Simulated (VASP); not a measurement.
Runs of VASP 6.6.1 on ZnO. The structure is that of space group P6_3/mmc (No. 194), or close to it. The cells are those of the table. 

| cell | gap on the mesh (eV) | pressure (GPa) |
| --- | --- | --- |
| a = 3.244, b = 3.244, c = 7.034 Å, angles 90.0, 90.0, 120.0°, 4 atoms | 0.82 | 4.2 |
| a = 3.331, b = 3.331, c = 7.224 Å, angles 90.0, 90.0, 120.0°, 4 atoms | 0.82 | -3.2 |
| a = 3.310, b = 3.310, c = 7.178 Å, angles 90.0, 90.0, 120.0°, 4 atoms | 0.82 | (b) |
| a = 3.266, b = 3.266, c = 7.083 Å, angles 90.0, 90.0, 120.0°, 4 atoms | 0.82 | (a) |
| a = 3.221, b = 3.221, c = 6.985 Å, angles 90.0, 90.0, 120.0°, 4 atoms | 0.82 | 6.5 |

Alike in all rows: task single point; level PBE; potentials or basis VASP PAW PBE potentials, release 64 (Zn, O); no spin polarisation; k mesh 9 × 9 × 4; cutoff (eV) 520; smearing fermi-dirac 0.05 eV.

Task: Fill in the values left out.

Result: (a) 2.0; (b) -1.6.

Caveats: the stress differs along the axes, from 0 to 6 GPa (at least some runs); the cell stands under tension (at least some runs); the stress differs along the axes, from 0 to 10 GPa (at least some runs).

A k mesh can miss the band edges.
